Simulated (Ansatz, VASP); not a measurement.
# Sb: VASP beside Ansatz

INCAR

```
SYSTEM = Sb
PREC = Accurate
ENCUT = 520
EDIFF = 1E-7
ISMEAR = 1
SIGMA = 0.063
LREAL = .False.
LASPH = .True.
NELM = 80
ALGO = Normal
ISIF = 2
LWAVE = .False.
LCHARG = .False.
GGA = PE
NBANDS = 12
```

Contents of KPOINTS:

```
Automatic mesh
0
Gamma
  6 4 4
  0 0 0
```

POSCAR

```
Sb
1.0
    3.1224020000      0.0000000000      0.0000000000
    0.0000000000      4.3475180000      0.0000000000
   -0.0389150000      0.0000000000      4.4058520000
Sb
2
Direct
    0.9886110000      0.7500000000      0.7588340000
    0.0113890000      0.2500000000      0.2411660000
```

Input for Ansatz:

```yaml
crystal:
  lattice:
    - [3.122402, 0.0, 0.0]
    - [0.0, 4.347518, 0.0]
    - [-0.038915, 0.0, 4.405852]
  atoms:
    - { symbol: Sb, position: [0.988611, 0.75, 0.758834] }
    - { symbol: Sb, position: [0.011389, 0.25, 0.241166] }
basis:
  ecutwfc: 420
kpoints:
  mp_grid: { grid: [6, 4, 4] }
hamiltonian:
  xc: pbe
scf:
  occupations: { method: methfessel_paxton, width: 0.063 }
  n_extra_bands: 2
output:
  forces: true
  stress: true
  eigenvalues: true
```

Alike in both runs: task single point; functional PBE; k mesh 6 × 4 × 4; occupations methfessel-paxton of order 1, width 0.063 eV; no spin polarisation.

|  | VASP | Ansatz |
| --- | --- | --- |
| version | VASP 6.6.1 | Ansatz 0.2.0 |
| potentials or method | VASP PAW PBE potentials, release 64 (Sb), cutoff 520 eV | scalar-relativistic, plane waves, PAW |
| valence electrons in the cell | 10 | 30 |

```tsv
	VASP	Ansatz	Ansatz less VASP
gap on the k mesh at the Fermi level (eV)	none	none	-
pressure (GPa)	0.8	0.9	+0.01
traceless stress, the component that is largest in VASP (GPa)	-4.43	-4.44	-0.006
rms of the force components (eV/Å)	0.042	0.037	-0.0049
```

Atom by atom the forces differ by 0.005 eV/Å (rms over components). A gap of «none» marks a metal or a gap that the smearing closes. VASP's potentials hold 10 valence electrons a cell and Ansatz's 30, so a difference there can come from the potentials and not from the codes.

The k mesh is coarse, so the values compare programs but aren't converged. Neither program's run includes spin-orbit coupling.
